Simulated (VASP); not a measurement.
Wanted: the native input for a VASP 6.6.1 run.

| Item | Value |
| --- | --- |
| Task | single point |
| Functional | r2SCAN |
| Potentials or basis | VASP PAW PBE potentials, release 64 (O, H, C) |
| Cutoff | 520 eV |
| k mesh | 1 × 1 × 1 |
| Occupations | fermi-dirac, width 0.05 eV |
| Spin | no spin polarisation |
| Dipole correction | no |
| Further INCAR settings | LREAL = Auto; ALGO = Normal; EDIFF = 1e-06; NBANDS = 37 |

The system is H8CO6.

```
O H C
1.0
     5.89253    0.00000    0.00000
     0.00000    5.89253    0.00000
     0.00000    0.00000    5.89253
O H C
6 8 1
Direct
  0.17256 0.40786 0.59879
  0.12438 0.78291 0.31657
  0.84573 0.12630 0.40689
  0.59889 0.25369 0.78262
  0.67003 0.63545 0.16295
  0.88081 0.72643 0.85337
  0.13040 0.48601 0.73042
  0.04738 0.30091 0.54839
  0.27766 0.84151 0.28080
  0.14885 0.65089 0.40209
  0.93210 0.99228 0.41059
  0.74286 0.12146 0.53800
  0.61030 0.22208 0.93624
  0.44073 0.28243 0.75894
  0.76997 0.68275 0.01145
```

The input as run:

POSCAR

```
H8CO6
1.0
    5.8925310000      0.0000000000      0.0000000000
    0.0000000000      5.8925310000      0.0000000000
    0.0000000000      0.0000000000      5.8925310000
O H C
6 8 1
Direct
    0.1725574291      0.4078553002      0.5987919283
    0.1243777928      0.7829063606      0.3165702480
    0.8457316559      0.1262954747      0.4068879739
    0.5988937521      0.2536940408      0.7826178598
    0.6700346591      0.6354485025      1.1629467881
    0.8808099609      0.7264280833      0.8533684422
    0.1304023687      0.4860050800      0.7304161828
    0.0473820163      0.3009063508      0.5483891387
    0.2776565792      0.8415059675      0.2807961469
    0.1488494503      0.6508917815      0.4020852839
    0.9320952236     -0.0077216395      0.4105875726
    0.7428556591      0.1214588434      0.5380031094
    0.6102980196      0.2220777455      0.9362360588
    0.4407274226      0.2824253279      0.7589438223
    0.7699747358      0.6827456657      1.0114499185
```

INCAR.step1

```
PREC     = Accurate       # precision mode
ENCUT    = 520            # plane-wave cutoff, eV
ISMEAR   = -1             # smearing method
SIGMA    = 0.05           # smearing width, eV
LREAL    = Auto         
LASPH    = T              # aspherical terms in the spheres
NELM     = 60             # most SCF steps
NBANDS   = 37             # bands
GGA      = PE             # functional
ALGO     = Normal         # electronic algorithm
EDIFF    = 1E-4           # SCF threshold, eV
LWAVE    = T              # write WAVECAR
LCHARG   = F              # write CHGCAR
```

INCAR.step2

```
PREC     = Accurate       # precision mode
ENCUT    = 520            # plane-wave cutoff, eV
EDIFF    = 1E-6           # SCF threshold, eV
ISMEAR   = -1             # smearing method
SIGMA    = 0.05           # smearing width, eV
LREAL    = Auto         
LASPH    = T              # aspherical terms in the spheres
NELM     = 60             # most SCF steps
ALGO     = Normal         # electronic algorithm
ISIF     = 2              # what is computed and relaxed
LWAVE    = F              # write WAVECAR
LCHARG   = T              # write CHGCAR
METAGGA  = R2SCAN         # meta-GGA
LMIXTAU  = T            
LELF     = T              # ELF
LVHAR    = T            
NBANDS   = 37             # bands
ISTART   = 1
```

KPOINTS

```
regular mesh
0
Gamma
  1 1 1
```

Potentials or basis: VASP PAW PBE potentials, release 64 (O, H, C).

The run is started by

```sh
$ cat potpaw_PBE.64/O/POTCAR potpaw_PBE.64/H/POTCAR potpaw_PBE.64/C/POTCAR > POTCAR
$ cp INCAR.step1 INCAR
$ mpirun -np 1 vasp_gam > vasp.out
$ cp INCAR.step2 INCAR
$ mpirun -np 1 vasp_gam > vasp.out
```

It gave:

The pressure is 3.6 GPa and the largest force is 7.775 eV/Å.

Caveat: the k points lie up to 1.07 Å⁻¹ apart; the PAW data sets were made with another functional, which shifts forces and pressure a little.

Run time: 51 s on 1 thread of Intel(R) Xeon(R) 6975P-C (Granite Rapids), on a shared host, peak memory 0.33 GiB.
